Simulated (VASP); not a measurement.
## Hf2ZrSe6: single point with PBE

Hf2ZrSe6:

```xyz
9
Lattice="3.2749 1.8908 6.9973 -3.2749 1.8908 6.9973 0.0000 -3.7815 6.9973" Properties=species:S:1:pos:R:3 pbc="T T T"
Zr    0.0000    0.0000   10.4960
Hf    0.0000    0.0000   17.4934
Hf    0.0000    0.0000    3.4986
Se    1.0990   -1.9034    8.9179
Se   -2.1979    0.0000    8.9179
Se    1.0989    1.9035    8.9179
Se   -1.0989   -1.9035   12.0741
Se    2.1979    0.0000   12.0741
Se   -1.0990    1.9034   12.0741
```

- Program: VASP 6.6.1
- Task: single point
- Functional: PBE
- Potentials or basis: VASP PAW PBE potentials, release 64 (Zr_sv, Hf_pv, Se)
- Cutoff: 520 eV
- k mesh: 6 × 6 × 6
- Occupations: gaussian, width 0.02 eV
- Spin: no spin polarisation
- Dipole correction: no
- Further INCAR settings: ALGO = Normal; EDIFF = 1e-06; NBANDS = 44

```json
{"Pressure": "-0.2 GPa", "Largest force": "0.036 eV/Å", "Band gap on the k mesh": "0.50 eV (least direct gap 1.30 eV)"}
```

Forces on the atoms (eV/Å):
```
Zr   0.000  0.000  0.000
Hf   0.000  0.000  0.000
Hf   0.000  0.000  0.000
Se   0.014 -0.024  0.023
Se  -0.028  0.000  0.023
Se   0.014  0.024  0.023
Se  -0.014 -0.024 -0.023
Se   0.028  0.000 -0.023
Se  -0.014  0.024 -0.023
```

Levels at points of the mesh, in eV from the valence-band top:
```csv
k point,band 32,band 33,band 34,band 35,band 36,band 37
"(0.00, 0.00, 0.00)",-0.60,0.00,0.00,1.32,1.32,1.55
"(0.50, 0.00, 0.00)",-1.10,-0.84,-0.79,0.50,1.42,1.68
"(0.50, 0.50, 0.00)",-1.17,-0.94,-0.89,0.62,1.47,1.74
"(0.50, 0.50, 0.50)",-1.64,-0.04,-0.04,1.32,1.32,1.69
```

Run time: 21 min on 1 thread of Intel Xeon 8259CL, with other jobs on the host, peak memory 0.76 GiB.

Caveat: semilocal functionals underestimate gaps, and a narrow one can read as zero; spin-orbit coupling is left out, which moves the levels of the heavy elements. A k mesh can miss the band edges.
